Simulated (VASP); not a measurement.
Set up this calculation in VASP 6.6.1, as the native input.

```
Task                   : single point
Functional             : r2SCAN
Potentials or basis    : VASP PAW PBE potentials, release 64 (Ba_sv)
Cutoff                 : 520 eV
k mesh                 : 6 × 6 × 6
Occupations            : gaussian, width 0.1 eV
Spin                   : no spin polarisation
Dipole correction      : no
Further INCAR settings : ALGO = Normal; EDIFF = 1e-07; NBANDS = 11
```

The system is Ba.

```
Ba
1.0
     1.81912    1.81912    1.81912
    -1.81912    1.81912    1.81912
    -1.81912   -1.81912    1.81912
Ba
1
Direct
  0.00000 0.00000 0.00000
```

One way to write it, as run:

POSCAR

```
Ba
1.0
    1.8191171249      1.8191171249      1.8191171249
   -1.8191171249      1.8191171249      1.8191171249
   -1.8191171249     -1.8191171249      1.8191171249
Ba
1
Direct
    0.0000000000      0.0000000000      0.0000000000
```

INCAR.step1

```
ALGO = Normal
EDIFF = 1E-4
ENCUT = 520
GGA = PE
ISMEAR = 0
LASPH = True
LCHARG = False
LREAL = False
LWAVE = True
NBANDS = 11
NELM = 80
PREC = Accurate
SIGMA = 0.1
```

INCAR.step2

```
ALGO = Normal
EDIFF = 1E-7
ENCUT = 520
ISIF = 2
ISMEAR = 0
ISTART = 1
LASPH = True
LCHARG = False
LMIXTAU = True
LREAL = False
LWAVE = False
METAGGA = R2SCAN
NBANDS = 11
NELM = 80
PREC = Accurate
SIGMA = 0.1
```

KPOINTS

```
k-points
0
Gamma
  6 6 6
```

Potentials or basis: VASP PAW PBE potentials, release 64 (Ba_sv).

Command:

```console
$ cat potpaw_PBE.64/Ba_sv/POTCAR > POTCAR
$ cp INCAR.step1 INCAR
$ mpirun -np 1 vasp_std > vasp.out
$ cp INCAR.step2 INCAR
$ mpirun -np 1 vasp_std > vasp.out
```

It gave:

```
Pressure               : 35.8 GPa
Band gap on the k mesh : zero (bands 5 and 6 overlap by 5.19 eV)
```

Caveat: the k points lie up to 0.41 Å⁻¹ apart, too coarse for converged energies and pressures of a metal; the PAW data sets were made with another functional, which shifts forces and pressure a little; spin-orbit coupling is left out, which moves the levels of the heavy elements.

Run time: 8.6 s on 1 thread of Intel(R) Xeon(R) 6975P-C (Granite Rapids) (shared host), peak memory 0.14 GiB.
